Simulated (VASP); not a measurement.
# GaN in VASP: single point with PBEsol

Aim: the single point of GaN with PBEsol.

Everything below comes from runs of VASP 6.6.1. Logs are shortened: lines on timing, memory, paths and dates and some standing lists are left out, and cuts for length are marked.

### Step 1. The cell of the first run

The cell holds a slab with vacuum, 4 atoms: a = 3.181 Å, b = 3.181 Å, c = 17.246 Å, α = 90.00°, β = 90.00°, γ = 120.00°.

### Step 2. Single point, PBEsol

Contents of INCAR:

```
PREC = Accurate ; ENCUT = 520
EDIFF = 1E-6 ; ISMEAR = 0
SIGMA = 0.05 ; LREAL = False
LASPH = True ; NELM = 100
ALGO = Normal ; ISIF = 2
LWAVE = False ; LCHARG = True
LDIPOL = True ; IDIPOL = 3
DIPOL = 0.5 0.5 0.511 ; GGA = PS
LELF = True ; LVHAR = True
LVACPOTAV = True ; NBANDS = 26
```

Contents of KPOINTS:

```
Automatic mesh
0
Gamma
  9 9 1
```

Contents of POSCAR:

```
GaN
1.0
    3.1808233636      0.0000000000      0.0000000000
   -1.5904116818      2.7546738378      0.0000000000
    0.0000000000      0.0000000000     17.2464142512
N Ga
2 2
Direct
    0.0000000000      0.0000000000      0.4058814718
    0.3333333333      0.6666666667      0.6002890225
    0.3333333333      0.6666666667      0.4435288831
    0.6666666667      0.3333333333      0.5961448616
```

Potentials or basis: VASP PAW PBE potentials, release 64 (N, Ga_d).

Launch:

```
cat potpaw_PBE.64/N/POTCAR potpaw_PBE.64/Ga_d/POTCAR > POTCAR
mpirun -np 1 vasp_std > vasp.out
```

OUTCAR:

```text
PREC = Accurate
   ENCUT = 520
   EDIFF = 1E-6
   ISMEAR = 0
   LREAL = False
   LASPH = True
   NELM = 100
   ISIF = 2
   GGA = PS

 ion  position               nearest neighbor table
   1  0.000  0.000  0.406-   3 1.95   3 1.95   3 1.95
   2  0.333  0.667  0.600-   4 1.84   4 1.84   4 1.84
   3  0.333  0.667  0.444-   1 1.95   1 1.95   1 1.95
   4  0.667  0.333  0.596-   2 1.84   2 1.84   2 1.84

  LATTYP: Found a hexagonal cell.
 ALAT       =     3.1808233636
 C/A-ratio  =     5.4219968479

  Lattice vectors:

 A1 = (   3.1808233636,   0.0000000000,   0.0000000000)
 A2 = (  -1.5904116818,   2.7546738378,   0.0000000000)
 A3 = (   0.0000000000,   0.0000000000,  17.2464142512)

Analysis of symmetry for initial positions (statically):
=====================================================================
 Subroutine PRICEL returns:
 Original cell was already a primitive cell.

 Routine SETGRP: Setting up the symmetry group for a
 hexagonal supercell.

 Subroutine GETGRP returns: Found  6 space group operations
 (whereof  6 operations were pure point group operations)
 out of a pool of 24 trial point group operations.

The static configuration has the point symmetry C_3v.

Analysis of symmetry for dynamics (positions and initial velocities):
=====================================================================
 Subroutine PRICEL returns:
 Original cell was already a primitive cell.

 Routine SETGRP: Setting up the symmetry group for a
 hexagonal supercell.

 Subroutine GETGRP returns: Found  6 space group operations
 (whereof  6 operations were pure point group operations)
 out of a pool of 24 trial point group operations.

The dynamic configuration has the point symmetry C_3v.

 Subroutine INISYM returns: Found  6 space group operations
 (whereof  6 operations are pure point group operations),
 and found     1 'primitive' translations

----------------------------------------------------------------------------------------

                                     Primitive cell

  volume of cell :     151.1153

  direct lattice vectors                    reciprocal lattice vectors
     3.180823364  0.000000000  0.000000000     0.314384009  0.181509692  0.000000000
    -1.590411682  2.754673838  0.000000000     0.000000000  0.363019384  0.000000000
     0.000000000  0.000000000 17.246414251     0.000000000  0.000000000  0.057983067

  length of vectors
     3.180823364  3.180823364 17.246414251     0.363019384  0.363019384  0.057983067

  position of ions in fractional coordinates (direct lattice)
     0.000000000  0.000000000  0.405881472
     0.333333333  0.666666667  0.600289023
     0.333333333  0.666666667  0.443528883
     0.666666667  0.333333333  0.596144862

  ion indices of the primitive-cell ions
   primitive index   ion index
                 1           1
                 2           2
                 3           3
                 4           4

----------------------------------------------------------------------------------------

 KPOINTS: Automatic mesh

Automatic generation of k-mesh.
 Grid dimensions read from file:
 generate k-points for:    9    9    1

 Generating k-lattice:

  Cartesian coordinates                     Fractional coordinates (reciprocal lattice)
     0.034931557  0.020167744  0.000000000     0.111111111  0.000000000  0.000000000
     0.000000000  0.040335487  0.000000000     0.000000000  0.111111111  0.000000000
     0.000000000  0.000000000  0.057983067     0.000000000  0.000000000  1.000000000

  Length of vectors
     0.040335487  0.040335487  0.057983067

  Shift w.r.t. Gamma in fractional coordinates (k-lattice)
     0.000000000  0.000000000  0.000000000

 Subroutine IBZKPT returns following result:
 ===========================================

 Found     12 irreducible k-points:

 Following reciprocal coordinates:
            Coordinates               Weight
  0.000000  0.000000  0.000000      1.000000
  0.111111  0.000000  0.000000      6.000000
  0.222222  0.000000  0.000000      6.000000
  0.333333  0.000000  0.000000      6.000000
  0.444444  0.000000  0.000000      6.000000
  0.111111  0.111111  0.000000      6.000000
  0.222222  0.111111  0.000000     12.000000
  0.333333  0.111111  0.000000     12.000000
  0.444444  0.111111  0.000000      6.000000
  0.222222  0.222222  0.000000      6.000000
  0.333333  0.222222  0.000000     12.000000
  0.333333  0.333333  0.000000      2.000000
   k-points           NKPTS =     12   k-points in BZ     NKDIM =     12   number of bands    NBANDS=     26
   number of dos      NEDOS =    301   number of ions     NIONS =      4
   total plane-waves  NPLWV =  73728
   dimension x,y,z NGX =    24 NGY =   24 NGZ =  128
   dimension x,y,z NGXF=    48 NGYF=   48 NGZF=  256
   ions per type =               2   2
   NGX,Y,Z   is equivalent  to a cutoff of  12.54, 12.54, 12.34 a.u.
   NGXF,Y,Z  is equivalent  to a cutoff of  25.09, 25.09, 24.68 a.u.
 SYSTEM =  unknown system
   PREC   = accura    normal or accurate (medium, high low for compatibility)
   ISTART =      0    job   : 0-new  1-cont  2-samecut
   ICHARG =      2    charge: 1-file 2-atom 10-const
   ISPIN  =      1    spin polarized calculation?
   LNONCOLLINEAR =      F non collinear calculations
   LSORBIT =      F    spin-orbit coupling
   LASPH  =      T    aspherical Exc in radial PAW
   ENCUT  =  520.0 eV  38.22 Ry    6.18 a.u.   5.91  5.91 32.07*2*pi/ulx,y,z
   NELM   =    100;   NELMIN=  2; NELMDL= -5     # of ELM steps
   EDIFF  = 0.1E-05   stopping-criterion for ELM
   LREAL  =      F    real-space projection
   EDIFFG = 0.1E-04   stopping-criterion for IOM
   NSW    =      0    number of steps for IOM
   IBRION =     -1    ionic relax: 0-MD 1-quasi-New 2-CG
   NFREE  =      0    steps in history (QN), initial steepest desc. (CG)
   ISIF   =      2    stress and relaxation
   ISYM   =      2    0-nonsym 1-usesym 2-fastsym
   POTIM  = 0.5000    time-step for ionic-motion
   TEBEG  =    0.0;   TEEND  =   0.0 temperature during run
   PSTRESS=    0.0 pullay stress
   NELECT =      36.0000    total number of electrons
   NUPDOWN=      -1.0000    fix difference up-down
   EMIN   =  10.00;   EMAX   =-10.00  energy-range for DOS
   EFERMI =   0.00;   METHOD = LEGACY
   ISMEAR =     0;   SIGMA  =   0.05  broadening in eV -4-tet -1-fermi 0-gaus
   EFERMI_NEDOS =   21; number of points for ismear=-14 and -15
   IALGO  =     38    algorithm
   IMIX   =      4    mixing-type and parameters
     AMIX     =   0.40;   BMIX     =  1.00
     AMIX_MAG =   1.60;   BMIX_MAG =  1.00
  volume/ion in A,a.u.               =      37.78       254.94
  Fermi-wavevector in a.u.,A,eV,Ry     =   1.014860  1.917807 14.013196  1.029941
  Thomas-Fermi vector in A             =   2.148112
   LORBIT       =      0    0 simple, 1 ext, 2 COOP (PROOUT), +10 PAW based schemes
   GGA     = PS    functional components
   LHFCALC =     F    Hartree Fock is set to
   AEXX    =    0.0000 exact exchange contribution
   IVDW    =     0    specifies the selected vdW correction
   LEPSILON=     F    determine dielectric tensor
   LRPA    =     F    only Hartree local field effects (RPA)
 non-spin polarized calculation
 Gauss-broadening in eV      SIGMA  =   0.05
  energy-cutoff  :      520.00
  volume of cell :      151.12
 maximum number of plane-waves:      4096
 NGX is ok and might be reduce to    24
   NGX = 11   NGY = 11   NGZ = 65

 number of electron      35.9999994 magnetization

 dipolmoment           0.000000      0.000000     -0.187698 electrons x Angstroem

 Free energy of the ion-electron system (eV)
  ---------------------------------------------------
  ext. energy  EPLUGINS =         0.00000000
  ---------------------------------------------------
  free energy    TOTEN  =       -23.80218989 eV

  energy without entropy =      -23.80218966  energy(sigma->0) =      -23.80218978

 E-fermi :  -1.5192     XC(G=0):  -4.4622

 val. band max:       -1.6663400574   @ k =   0.0000   0.0000   0.0000
 cond. band min:      -1.3778370339   @ k =   0.0000   0.0000   0.0000
 fundamental gap:      0.2885030236
 Fermi energy:        -1.5192403974

 k-point     1 :       0.0000    0.0000    0.0000
  band No.  band energies     occupation
      1     -19.5874      2.00000
      2     -17.4691      2.00000
      3     -17.4691      2.00000
      4     -17.1638      2.00000
      5     -17.1638      2.00000
      6     -16.6602      2.00000
[... 18 lines left out ...]
     25       5.6203      0.00000
     26       6.7827      0.00000

 k-point     2 :       0.1111    0.0000    0.0000
  band No.  band energies     occupation
      1     -19.4863      2.00000
      2     -17.4710      2.00000
      3     -17.4318      2.00000
      4     -17.1818      2.00000
      5     -17.1661      2.00000
      6     -16.5850      2.00000
[... 18 lines left out ...]
     25       5.7253      0.00000
     26       5.9276      0.00000

 k-point     3 :       0.2222    0.0000    0.0000
  band No.  band energies     occupation
      1     -19.2424      2.00000
      2     -17.4548      2.00000
      3     -17.3350      2.00000
      4     -17.2255      2.00000
      5     -17.1717      2.00000
      6     -16.3793      2.00000
[... 18 lines left out ...]
     25       5.6520      0.00000
     26       6.4146      0.00000

 k-point     4 :       0.3333    0.0000    0.0000
  band No.  band energies     occupation
      1     -19.0052      2.00000
      2     -17.3993      2.00000
      3     -17.2722      2.00000
      4     -17.2245      2.00000
      5     -17.1737      2.00000
      6     -16.2429      2.00000
[... 18 lines left out ...]
     25       6.0769      0.00000
     26       7.2502      0.00000
[... 148 lines left out ...]
      1     -18.9042      2.00000
      2     -17.4200      2.00000
      3     -17.2777      2.00000
      4     -17.2058      2.00000
      5     -17.1615      2.00000
      6     -16.2076      2.00000
[... 18 lines left out ...]
     25       6.3356      0.00000
     26       7.0429      0.00000

 k-point    11 :       0.3333    0.2222    0.0000
  band No.  band energies     occupation
      1     -18.8107      2.00000
      2     -17.3897      2.00000
      3     -17.2901      2.00000
      4     -17.2156      2.00000
      5     -17.1333      2.00000
      6     -16.1895      2.00000
[... 18 lines left out ...]
     25       6.8408      0.00000
     26       7.7979      0.00000

 k-point    12 :       0.3333    0.3333    0.0000
  band No.  band energies     occupation
      1     -18.7746      2.00000
      2     -17.3905      2.00000
      3     -17.2858      2.00000
      4     -17.2285      2.00000
      5     -17.1331      2.00000
      6     -16.1792      2.00000
[... 18 lines left out ...]
     25       7.1835      0.00000
     26       8.1599      0.00000

------------------------ aborting loop because EDIFF is reached ----------------------------------------

  FORCE on cell =-STRESS in cart. coord.  units (eV):
  Direction    XX          YY          ZZ          XY          YZ          ZX
  --------------------------------------------------------------------------------------
  -------------------------------------------------------------------------------------
  Total       -0.4510852     -0.4510852     -1.9184627      0.0000000      0.0000000     -0.0000000
  in kB       -4.7825618     -4.7825618    -20.3402084      0.0000000      0.0000000     -0.0000000
  external PRESSURE =      -9.9684440 kB  Pullay stress =       0.0000000 kB

 VOLUME and BASIS-vectors are now :
 -----------------------------------------------------------------------------
  energy-cutoff  :      520.00
  volume of cell :      151.12
      direct lattice vectors                 reciprocal lattice vectors
     3.180823364  0.000000000  0.000000000     0.314384009  0.181509692  0.000000000
    -1.590411682  2.754673838  0.000000000     0.000000000  0.363019384  0.000000000
     0.000000000  0.000000000 17.246414251     0.000000000  0.000000000  0.057983067

 POSITION                                       TOTAL-FORCE (eV/Angst)
 -----------------------------------------------------------------------------------
      0.00000      0.00000      7.00000        -0.000000      0.000000      3.009564
     -0.00000      1.83645     10.35283         0.000000     -0.000000      0.014132
     -0.00000      1.83645      7.64928         0.000000      0.000000     -3.025797
      1.59041      0.91822     10.28136        -0.000000      0.000000      0.002100
 -----------------------------------------------------------------------------------
    total drift:                               -0.000003      0.000003      0.000622

  FREE ENERGIE OF THE ION-ELECTRON SYSTEM (eV)
  ---------------------------------------------------
  free  energy   TOTEN  =       -23.8021898947 eV

  energy  without entropy=      -23.8021896563  energy(sigma->0) =      -23.80218978

 vacuum level on the upper side and lower side of the slab         1.486         5.362
```

Run time: 28 s. Hardware: 1 thread of Intel Xeon 6975P-C (Granite Rapids), shared host; peak memory 0.26 GiB.

What came out:

- Free energy: -23.8022 eV
- Largest force: 3.026 eV/Å
- Band gap on the k mesh: 0.29 eV, direct

Forces in eV/Å, atoms in the order of the input:
```
N    0.000  0.000  3.010
N    0.000  0.000  0.014
Ga   0.000  0.000 -3.026
Ga   0.000  0.000  0.002
```

Caveat: the PAW data sets were made with another functional, which shifts forces and pressure a little.
